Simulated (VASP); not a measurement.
Set up this calculation in VASP 6.6.1, as the native input.

```yaml
Task: single point
Functional: PBEsol
Potentials_or_basis: VASP PAW PBE potentials, release 64 (Sc_sv)
Cutoff: 520 eV
k_mesh: 9 × 9 × 5
Occupations: fermi-dirac, width 0.05 eV
Spin: no spin polarisation
Dipole_correction: no
Further_INCAR_settings: ALGO = Fast; EDIFF = 1e-07; NBANDS = 18
```

The structure of Sc lies in POSCAR:

```
Sc
1.0
    3.2414504337      0.0000000000      0.0000000000
   -1.6207252169      2.8071784207      0.0000000000
    0.0000000000      0.0000000000      5.1656514271
Sc
2
Direct
    0.6666666667      0.3333333333      0.7500000000
    0.3333333333      0.6666666667      0.2500000000
```

This cell differs from its parent crystal: volume scaled by 0.94.

These files were run (other wordings do the same):

INCAR

```
PREC = Accurate
ENCUT = 520
EDIFF = 1E-7
ISMEAR = -1
SIGMA = 0.05
LREAL = False
LASPH = True
NELM = 80
ALGO = Fast
ISIF = 2
LWAVE = False
LCHARG = False
GGA = PS
NBANDS = 18
```

KPOINTS

```
Automatic mesh
0
Gamma
  9 9 5
```

Potentials or basis: VASP PAW PBE potentials, release 64 (Sc_sv).

Launch:

```console
$ cat potpaw_PBE.64/Sc_sv/POTCAR > POTCAR
$ mpirun -np 1 vasp_std > vasp.out
```

It gave:

The pressure is 0.5 GPa. The band gap on the k mesh is zero (band 11 reaches 4.56 eV, above the bottom of band 12 at 3.32 eV).

Caveat: the PAW data sets were made with another functional, which shifts forces and pressure a little.

Wall time 86 s on 1 thread of AMD EPYC 7R13, on a shared host, peak memory 0.14 GiB.
